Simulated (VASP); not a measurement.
Input of a VASP 6.6.1 run:

File INCAR:

```
  PREC = Accurate
  ENCUT = 520
  EDIFF = 1E-7
  ISMEAR = 0
  SIGMA = 0.1
  LREAL = F
  LASPH = T
  NELM = 60
  ALGO = Normal
  ISIF = 2
  LWAVE = F
  LCHARG = F
  LDIPOL = T
  IDIPOL = 3
  DIPOL = 0.5 0.5 0.382
  GGA = PE
  NBANDS = 34
```

File KPOINTS:

```
regular mesh
0
Gamma
  9 9 1
```

File POSCAR:

```
Ti4C
1.0
    2.9384580613      0.0000000000      0.0000000000
   -1.4692290307      2.5447793290      0.0000000000
    0.0000000000      0.0000000000     22.4046135985
Ti C
4 1
Direct
    0.6666666667      0.3333333333      0.1785346568
    0.3333333333      0.6666666667      0.2823220753
    0.6666666667      0.3333333333      0.3901862329
    0.3333333333      0.6666666667      0.4867128616
    0.3333333333      0.6666666667      0.5746411802
```

Potentials or basis: VASP PAW PBE potentials, release 64 (Ti_sv, C).

The run is started by

```bash
$ cat potpaw_PBE.64/Ti_sv/POTCAR potpaw_PBE.64/C/POTCAR > POTCAR
$ mpirun -np 1 vasp_std > vasp.out
```

Q: Estimate the band gap on the k mesh.

A: Zero (bands 26 and 27 overlap by 0.87 eV).

Q: Predict the largest force.

A: 0.884 eV/Å.

Forces in eV/Å, atoms in the order of the input:
```
Ti   0.000  0.000  0.557
Ti   0.000  0.000 -0.368
Ti   0.000  0.000 -0.884
Ti   0.000  0.000  0.691
C    0.000  0.000  0.005
```
